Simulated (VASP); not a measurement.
# TiTe2 (P-3m1) in VASP: further runs

The runs below take TiTe2 through relaxation of shape and atoms at fixed volume, with PBE+D3(BJ).

Program: VASP 6.6.1. These are calculated values, not measurements. Logs are shortened: lines on timing, memory, paths and dates and some standing lists are left out, and cuts for length are marked.

## (1) The cell of the first run

The structure is trigonal, space group P-3m1 (No. 164). Conventional cell: a = 3.660 Å, b = 3.660 Å, c = 6.321 Å, α = 90.00°, β = 90.00°, γ = 120.00°. Within 3.7 Å of Ti (site symmetry -3m) lie 6 Te at 2.72 Å and 6 Ti at 3.66 Å. Te (site symmetry 3m) has 3 Ti at 2.72 Å and 9 Te at 3.58 to 3.66 Å within 3.7 Å.

## (2) Relaxation of shape and atoms at fixed volume, PBE+D3(BJ) (24.45 Å³/atom)

The input, INCAR:

```
SYSTEM = TiTe2
  PREC = Accurate
  ENCUT = 600
  EDIFF = 1E-7
  ISMEAR = 0
  SIGMA = 0.3
  LREAL = .FALSE.
  LASPH = .TRUE.
  NELM = 100
  ALGO = Fast
  ISIF = 4
  LWAVE = .FALSE.
  LCHARG = .FALSE.
  GGA = PE
  IVDW = 12
  IBRION = 2
  NSW = 50
  EDIFFG = -0.01
```

The input, KPOINTS:

```
Automatic mesh
0
G
  15 15 8
  0 0 0
```

The input, POSCAR:

```
TiTe2
1.0
    3.6601485308      0.0000000000      0.0000000000
   -1.8300742654      3.1697816093      0.0000000000
    0.0000000000      0.0000000000      6.3210708990
Ti Te
1 2
Direct
    0.0000000000      0.0000000000      0.0000000000
    0.6666666667      0.3333333333      0.2711293754
    0.3333333333      0.6666666667      0.7288706246
```

Potentials or basis: VASP PAW PBE potentials, release 64 (Ti_sv, Te).

Launch:

```sh
$ cat potpaw_PBE.64/Ti_sv/POTCAR potpaw_PBE.64/Te/POTCAR > POTCAR
$ mpirun -np 1 vasp_std > vasp.out
```

OUTCAR:

```text
SYSTEM = TiTe2
   PREC = Accurate
   ENCUT = 600
   EDIFF = 1E-7
   ISMEAR = 0
   LREAL = .FALSE.
   LASPH = .TRUE.
   NELM = 100
   ISIF = 4
   GGA = PE
   IVDW = 12
   IBRION = 2
   NSW = 50
   EDIFFG = -0.01
 IVDW          = 12

 ion  position               nearest neighbor table
   1  0.000  0.000  0.000-   2 2.72   3 2.72   2 2.72   3 2.72   2 2.72   3 2.72
   2  0.667  0.333  0.271-   1 2.72   1 2.72   1 2.72   3 3.58   3 3.58   3 3.58
   3  0.333  0.667  0.729-   1 2.72   1 2.72   1 2.72   2 3.58   2 3.58   2 3.58

  LATTYP: Found a hexagonal cell.
 ALAT       =     3.6601485308
 C/A-ratio  =     1.7269984663

  Lattice vectors:

 A1 = (   3.6601485308,   0.0000000000,   0.0000000000)
 A2 = (  -1.8300742654,   3.1697816093,   0.0000000000)
 A3 = (   0.0000000000,   0.0000000000,   6.3210708990)

Analysis of symmetry for initial positions (statically):
=====================================================================
 Subroutine PRICEL returns:
 Original cell was already a primitive cell.

 Routine SETGRP: Setting up the symmetry group for a
 hexagonal supercell.

 Subroutine GETGRP returns: Found 12 space group operations
 (whereof 12 operations were pure point group operations)
 out of a pool of 24 trial point group operations.

The static configuration has the point symmetry D_3d.

Analysis of symmetry for dynamics (positions and initial velocities):
=====================================================================
 Subroutine PRICEL returns:
 Original cell was already a primitive cell.

 Routine SETGRP: Setting up the symmetry group for a
 hexagonal supercell.

 Subroutine GETGRP returns: Found 12 space group operations
 (whereof 12 operations were pure point group operations)
 out of a pool of 24 trial point group operations.

The dynamic configuration has the point symmetry D_3d.

 Subroutine INISYM returns: Found 12 space group operations
 (whereof 12 operations are pure point group operations),
 and found     1 'primitive' translations

----------------------------------------------------------------------------------------

                                     Primitive cell

  volume of cell :      73.3363

  direct lattice vectors                    reciprocal lattice vectors
     3.660148531  0.000000000  0.000000000     0.273212956  0.157739574  0.000000000
    -1.830074265  3.169781609  0.000000000     0.000000000  0.315479148  0.000000000
     0.000000000  0.000000000  6.321070899     0.000000000  0.000000000  0.158201042

  length of vectors
     3.660148531  3.660148531  6.321070899     0.315479148  0.315479148  0.158201042

  position of ions in fractional coordinates (direct lattice)
     0.000000000  0.000000000  0.000000000
     0.666666667  0.333333333  0.271129375
     0.333333333  0.666666667  0.728870625

  ion indices of the primitive-cell ions
   primitive index   ion index
                 1           1
                 2           2
                 3           3

----------------------------------------------------------------------------------------

 KPOINTS: Automatic mesh

Automatic generation of k-mesh.
 Grid dimensions read from file:
 generate k-points for:   15   15    8

 Generating k-lattice:

  Cartesian coordinates                     Fractional coordinates (reciprocal lattice)
     0.018214197  0.010515972  0.000000000     0.066666667  0.000000000  0.000000000
     0.000000000  0.021031943  0.000000000     0.000000000  0.066666667  0.000000000
     0.000000000  0.000000000  0.019775130     0.000000000  0.000000000  0.125000000

  Length of vectors
     0.021031943  0.021031943  0.019775130

  Shift w.r.t. Gamma in fractional coordinates (k-lattice)
     0.000000000  0.000000000  0.000000000

 Subroutine IBZKPT returns following result:
 ===========================================

 Found    192 irreducible k-points:

 Following reciprocal coordinates:
            Coordinates               Weight
  0.000000  0.000000  0.000000      1.000000
  0.066667  0.000000  0.000000      6.000000
  0.133333  0.000000  0.000000      6.000000
  0.200000  0.000000  0.000000      6.000000
  0.266667  0.000000  0.000000      6.000000
  0.333333  0.000000  0.000000      6.000000
[... 16 lines left out ...]
  0.333333  0.200000  0.000000     12.000000
  0.400000  0.200000  0.000000      6.000000
 [... further k-points ...]
   k-points           NKPTS =    192   k-points in BZ     NKDIM =    192   number of bands    NBANDS=     16
   number of dos      NEDOS =    301   number of ions     NIONS =      3
   total plane-waves  NPLWV =  45000
   dimension x,y,z NGX =    30 NGY =   30 NGZ =   50
   dimension x,y,z NGXF=    60 NGYF=   60 NGZF=  100
   ions per type =               1   2
   NGX,Y,Z   is equivalent  to a cutoff of  13.63, 13.63, 13.15 a.u.
   NGXF,Y,Z  is equivalent  to a cutoff of  27.25, 27.25, 26.30 a.u.
 SYSTEM =  TiTe2
   PREC   = accura    normal or accurate (medium, high low for compatibility)
   ISTART =      0    job   : 0-new  1-cont  2-samecut
   ICHARG =      2    charge: 1-file 2-atom 10-const
   ISPIN  =      1    spin polarized calculation?
   LNONCOLLINEAR =      F non collinear calculations
   LSORBIT =      F    spin-orbit coupling
   LASPH  =      T    aspherical Exc in radial PAW
   ENCUT  =  600.0 eV  44.10 Ry    6.64 a.u.   7.31  7.31 12.62*2*pi/ulx,y,z
   NELM   =    100;   NELMIN=  2; NELMDL= -5     # of ELM steps
   EDIFF  = 0.1E-06   stopping-criterion for ELM
   LREAL  =      F    real-space projection
   EDIFFG = -.1E-01   stopping-criterion for IOM
   NSW    =     50    number of steps for IOM
   IBRION =      2    ionic relax: 0-MD 1-quasi-New 2-CG
   NFREE  =      1    steps in history (QN), initial steepest desc. (CG)
   ISIF   =      4    stress and relaxation
   ISYM   =      2    0-nonsym 1-usesym 2-fastsym
   POTIM  = 0.5000    time-step for ionic-motion
   TEBEG  =    0.0;   TEEND  =   0.0 temperature during run
   PSTRESS=    0.0 pullay stress
   NELECT =      24.0000    total number of electrons
   NUPDOWN=      -1.0000    fix difference up-down
   EMIN   =  10.00;   EMAX   =-10.00  energy-range for DOS
   EFERMI =   0.00;   METHOD = LEGACY
   ISMEAR =     0;   SIGMA  =   0.30  broadening in eV -4-tet -1-fermi 0-gaus
   EFERMI_NEDOS =   21; number of points for ismear=-14 and -15
   IALGO  =     68    algorithm
   IMIX   =      4    mixing-type and parameters
     AMIX     =   0.40;   BMIX     =  1.00
     AMIX_MAG =   1.60;   BMIX_MAG =  1.00
  volume/ion in A,a.u.               =      24.45       164.97
  Fermi-wavevector in a.u.,A,eV,Ry     =   1.128164  2.131921 17.316878  1.272755
  Thomas-Fermi vector in A             =   2.264853
   LORBIT       =      0    0 simple, 1 ext, 2 COOP (PROOUT), +10 PAW based schemes
   GGA     = PE    functional components
   LHFCALC =     F    Hartree Fock is set to
   AEXX    =    0.0000 exact exchange contribution
   IVDW    =    12    specifies the selected vdW correction
   LEPSILON=     F    determine dielectric tensor
   LRPA    =     F    only Hartree local field effects (RPA)
 conjugate gradient relaxation of ions
 non-spin polarized calculation
 RMM-DIIS sequential band-by-band and
 Gauss-broadening in eV      SIGMA  =   0.30
  energy-cutoff  :      600.00
  volume of cell :       73.34
 maximum number of plane-waves:      2491
 NGX is ok and might be reduce to    30
   NGX = 15   NGY = 15   NGZ = 25

--------------------------------------- Ionic step        1  -------------------------------------------

 number of electron      23.9999997 magnetization

 Free energy of the ion-electron system (eV)
  ---------------------------------------------------
  ext. energy  EPLUGINS =         0.00000000
  ---------------------------------------------------
  free energy    TOTEN  =       -16.11423309 eV

  energy without entropy =      -16.05081730  energy(sigma->0) =      -16.08252520

------------------------ aborting loop because EDIFF is reached ----------------------------------------

 Edisp (eV)   -1.61494

 E8    (eV) :    -0.7476

  FORCE on cell =-STRESS in cart. coord.  units (eV):
  Direction    XX          YY          ZZ          XY          YZ          ZX
  --------------------------------------------------------------------------------------
  -------------------------------------------------------------------------------------
  Total       0.98213     0.98213     1.12835     0.00000     0.00000     0.00000
  in kB      21.45663    21.45663    24.65111     0.00000     0.00000     0.00000
  external pressure =       22.52 kB  Pullay stress =        0.00 kB
[... 227 lines left out ...]
  energy  without entropy=      -17.6716622993  energy(sigma->0) =      -17.70383538

--------------------------------------- Ionic step        7  -------------------------------------------

 number of electron      23.9999996 magnetization

 Free energy of the ion-electron system (eV)
  ---------------------------------------------------
  ext. energy  EPLUGINS =         0.00000000
  ---------------------------------------------------
  free energy    TOTEN  =       -16.12069553 eV

  energy without entropy =      -16.05631821  energy(sigma->0) =      -16.08850687

 E-fermi :   7.9837     XC(G=0): -10.3229

 val. band max:        7.9728132014   @ k =   0.0667   0.0000   0.5000
 cond. band min:       7.9859353793   @ k =   0.1333   0.0000   0.0000
 fundamental gap:      0.0131221779
 Fermi energy:         7.9837053011

 k-point     1 :       0.0000    0.0000    0.0000
  band No.  band energies     occupation
      1     -49.3092      2.00000
      2     -25.5783      2.00000
      3     -25.5783      2.00000
      4     -25.5503      2.00000
      5      -4.9754      2.00000
      6      -3.1302      2.00000
[... 8 lines left out ...]
     15       9.3544      0.00000
     16      11.0990      0.00000
[... 420 lines left out ...]
  band No.  band energies     occupation
      1     -49.3041      2.00000
      2     -25.6302      2.00000
      3     -25.6047      2.00000
      4     -25.5351      2.00000
      5      -2.7240      2.00000
      6      -2.4912      2.00000
[... 8 lines left out ...]
     15       9.6309      0.00000
     16      10.3588      0.00000

 [... further k-points ...]

------------------------ aborting loop because EDIFF is reached ----------------------------------------

 Edisp (eV)   -1.61535

 E8    (eV) :    -0.7479

  FORCE on cell =-STRESS in cart. coord.  units (eV):
  Direction    XX          YY          ZZ          XY          YZ          ZX
  --------------------------------------------------------------------------------------
  -------------------------------------------------------------------------------------
  Total       0.60661     0.60661     0.60909     0.00000     0.00000     0.00000
  in kB      13.25257    13.25257    13.30689     0.00000     0.00000     0.00000
  external pressure =       13.27 kB  Pullay stress =        0.00 kB
[... 18 lines left out ...]
  FREE ENERGIE OF THE ION-ELECTRON SYSTEM (eV)
  ---------------------------------------------------
  free  energy   TOTEN  =       -17.7360425120 eV

  energy  without entropy=      -17.6716651878  energy(sigma->0) =      -17.70385385

 reached required accuracy - stopping structural energy minimisation
```

Run time: 44 min. Hardware: 1 thread of Oxide Virtual Turin-like, shared host; peak memory 0.43 GiB.

What came out:

```yaml
Free_energy: -17.7360 eV
Energy_gained_by_relaxing: 2.3 meV/atom
Ionic_steps: 7
Pressure_after_relaxing: 1.3 GPa
Band_gap_on_the_k_mesh: zero (bands 12 and 13 overlap by 0.87 eV)
Dispersion_energy_per_atom: -0.538 eV
```

Forces in eV/Å, atoms in the order of the input:
```
Ti   0.000  0.000  0.000
Te   0.000  0.000  0.002
Te   0.000  0.000 -0.002
```

The path:
```tsv
step	energy change (eV)	largest force (eV/Å)	pressure (GPa)	volume (Å³)
1	0.0000	0.2775	2.25	73.34
2	-0.0053	0.1157	1.73	73.34
3	-0.0063	0.0075	1.38	73.34
4	-0.0063	0.0130	1.39	73.34
5	-0.0067	0.0083	1.36	73.34
6	-0.0068	0.0008	1.31	73.34
7	-0.0069	0.0022	1.33	73.34
```

Final structure:
```
Ti Te
1.0
     3.66561    0.00000    0.00000
    -1.83281    3.17451    0.00000
     0.00000    0.00000    6.30225
Ti Te
1 2
Direct
  0.00000 0.00000 0.00000
  0.66667 0.33333 0.27518
  0.33333 0.66667 0.72482
```

Caveat: so wide a smearing shifts energies and pressures; spin-orbit coupling is left out, which moves the levels of the heavy elements.

## (3) Relaxation of shape and atoms at fixed volume, PBE+D3(BJ) (25.96 Å³/atom)

This run uses another cell than the first one, of 25.96 Å³/atom.

The input, INCAR:

```
SYSTEM = TiTe2
PREC = Accurate ; ENCUT = 600
EDIFF = 1E-6 ; ISMEAR = 0
SIGMA = 0.3 ; LREAL = .FALSE.
LASPH = .TRUE. ; NELM = 60
ALGO = Fast ; ISIF = 4
LWAVE = .FALSE. ; LCHARG = .FALSE.
GGA = PE ; IVDW = 12
IBRION = 2 ; NSW = 50
EDIFFG = -0.01
```

KPOINTS is that of step 2.

The input, POSCAR:

```
TiTe2
1.0
    3.7341108525      0.0000000000      0.0000000000
   -1.8670554263      3.2338348588      0.0000000000
    0.0000000000      0.0000000000      6.4488037152
Ti Te
1 2
Direct
    0.0000000000      0.0000000000      0.0000000000
    0.6666666667      0.3333333333      0.2711293754
    0.3333333333      0.6666666667      0.7288706246
```

Potentials or basis: VASP PAW PBE potentials, release 64 (Ti_sv, Te).

Launch:

```sh
$ cat potpaw_PBE.64/Ti_sv/POTCAR potpaw_PBE.64/Te/POTCAR > POTCAR
$ mpirun -np 1 vasp_std > vasp.out
```

It took 34 min on 1 thread of Oxide Virtual Turin-like, shared host; peak memory 0.44 GiB.

The run converged. Its results:

```
Free energy                : -17.7363 eV
Energy gained by relaxing  : 1.9 meV/atom
Ionic steps                : 8
Pressure after relaxing    : -1.1 GPa
Band gap on the k mesh     : zero (bands 12 and 13 overlap by 0.75 eV)
Dispersion energy per atom : -0.507 eV
```

Step by step:
| step | energy change (eV) | largest force (eV/Å) | pressure (GPa) | volume (Å³) |
| --- | --- | --- | --- | --- |
| 1 | 0.0000 | 0.2293 | -1.99 | 77.87 |
| 2 | -0.0039 | 0.1133 | -1.61 | 77.87 |
| 3 | -0.0049 | 0.0224 | -1.30 | 77.87 |
| 4 | -0.0050 | 0.0130 | -1.25 | 77.87 |
| 5 | -0.0054 | 0.0089 | -1.22 | 77.87 |
| 6 | -0.0057 | 0.0031 | -1.16 | 77.87 |
| 7 | -0.0055 | 0.0073 | -1.03 | 77.87 |
| 8 | -0.0058 | 0.0001 | -1.13 | 77.87 |

Final structure:
```
Ti Te
1.0
     3.72521    0.00000    0.00000
    -1.86261    3.22613    0.00000
     0.00000    0.00000    6.47964
Ti Te
1 2
Direct
  0.00000 0.00000 0.00000
  0.66667 0.33333 0.26706
  0.33333 0.66667 0.73294
```

Levels at points of the mesh, in eV from the Fermi level:
```
           k point  band 9  band 10  band 11  band 12  band 13  band 14  band 15  band 16
(0.00, 0.00, 0.00)   -1.59     0.29     0.45     0.45     0.57     1.22     1.22     3.11
(0.00, 0.00, 0.50)   -1.51    -1.51     0.44     0.44     0.86     0.86     1.05     3.59
```

Caveat: so wide a smearing shifts energies and pressures; spin-orbit coupling is left out, which moves the levels of the heavy elements.
